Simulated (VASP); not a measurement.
## BP (vh.b): single point with PBE

The system is BP (vh.b).

```
CELL_PARAMETERS angstrom
0.00000 2.27412 2.27412
2.27412 0.00000 2.27412
2.27412 2.27412 0.00000
ATOMIC_POSITIONS crystal
B 0.00000 0.00000 0.00000
P 0.25000 0.25000 0.25000
```

| Quantity | Value |
| --- | --- |
| Program | VASP 6.6.1 |
| Task | single point |
| Functional | PBE |
| Potentials or basis | VASP PAW PBE potentials, release 64 (B, P) |
| Cutoff | 500 eV |
| k mesh | 10 × 10 × 10 |
| Occupations | gaussian, width 0.02 eV |
| Spin | no spin polarisation |

| Quantity | Value |
| --- | --- |
| Pressure | -0.2 GPa |
| Band gap on the k mesh | 1.25 eV, indirect (least direct gap 3.39 eV) |

Levels at points of the mesh, in eV from the valence-band top:
```
           k point  band 2  band 3  band 4  band 5  band 6  band 7
(0.00, 0.00, 0.00)    0.00    0.00    0.00    3.39    3.39    3.39
(0.50, 0.00, 0.00)   -8.98   -1.75   -1.75    3.74    4.71    4.71
(0.50, 0.50, 0.00)   -8.55   -4.09   -4.09    1.35    1.67   12.06
```

Wall time 15 s on 1 thread of Intel Xeon 8259CL, on a shared host, peak memory 0.14 GiB.

A k mesh can miss the band edges.
